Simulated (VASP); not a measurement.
**Ge: relaxation of cell and atoms with PBEsol+D3(BJ)**

The system is Ge.

```
Ge
1.0
    -2.57449    2.57449    1.39741
     2.57449   -2.57449    1.39741
     2.57449    2.57449   -1.39741
Ge
2
Cartesian
  0.0000 0.0000 1.3974
  2.5745 0.0000 0.6987
```

```json
{"Program": "VASP 6.6.1", "Task": "relaxation of cell and atoms", "Functional": "PBEsol", "Dispersion": "D3(BJ)", "Potentials or basis": "VASP PAW PBE potentials, release 64 (Ge_d)", "Cutoff": "600 eV", "k mesh": "11 × 11 × 11", "Occupations": "fermi-dirac, width 0.05 eV", "Spin": "no spin polarisation", "Dipole correction": "no", "Further INCAR settings": "ALGO = Normal; EDIFF = 1e-07; IBRION = 2; EDIFFG = -0.005; NSW = 80; ISIF = 3"}
```

The relaxed volume is 17.71 Å³/atom and the relaxed cell is a = 3.843 Å, b = 3.843 Å, c = 3.843 Å, α = 97.36°, β = 97.36°, γ = 138.05°. The space group after relaxing (to 0.05 Å) is I4_1/amd (No. 141) and the energy gained by relaxing is 9.5 meV/atom. The ionic steps are 7. The pressure after relaxing is 0.0 GPa. The band gap on the k mesh is zero (band 14 reaches 9.02 eV, above the bottom of band 15 at 4.01 eV). The dispersion energy per atom is -0.348 eV.

Step by step:
| step | energy change (eV) | largest force (eV/Å) | pressure (GPa) | volume (Å³) |
| --- | --- | --- | --- | --- |
| 1 | 0.0000 | 0.0000 | -3.54 | 37.05 |
| 2 | -0.0172 | 0.0000 | 1.24 | 34.90 |
| 3 | -0.0191 | 0.0000 | 0.07 | 35.39 |
| 4 | -0.0191 | 0.0000 | -0.12 | 35.42 |
| 5 | -0.0191 | 0.0000 | -0.07 | 35.42 |
| 6 | -0.0191 | 0.0000 | -0.06 | 35.42 |
| 7 | -0.0191 | 0.0000 | -0.03 | 35.42 |

Final structure:
```cif
data_structure
_symmetry_space_group_name_H-M 'P 1'
_symmetry_Int_Tables_number 1
_cell_length_a 3.8428
_cell_length_b 3.8428
_cell_length_c 3.8428
_cell_angle_alpha 97.360
_cell_angle_beta 97.360
_cell_angle_gamma 138.054
_cell_volume 35.42
loop_
_atom_site_label
_atom_site_type_symbol
_atom_site_fract_x
_atom_site_fract_y
_atom_site_fract_z
_atom_site_occupancy
Ge1 Ge 0.50000 0.50000 0.00000 1
Ge2 Ge 0.25000 0.75000 0.50000 1
```

Levels at points of the mesh, in eV from the Fermi level:
| k point | band 12 | band 13 | band 14 | band 15 | band 16 | band 17 |
| --- | --- | --- | --- | --- | --- | --- |
| (0.00, 0.00, 0.00) | -3.98 | -2.53 | -2.53 | 3.10 | 7.84 | 7.84 |

Wall time 3.3 min on 1 thread of Intel(R) Xeon(R) Platinum 8488C (Sapphire Rapids), with other jobs on the host, peak memory 0.25 GiB.

Caveat: the PAW data sets were made with another functional, which shifts forces and pressure a little; pairwise dispersion overbinds metals, which lowers pressure and volume.
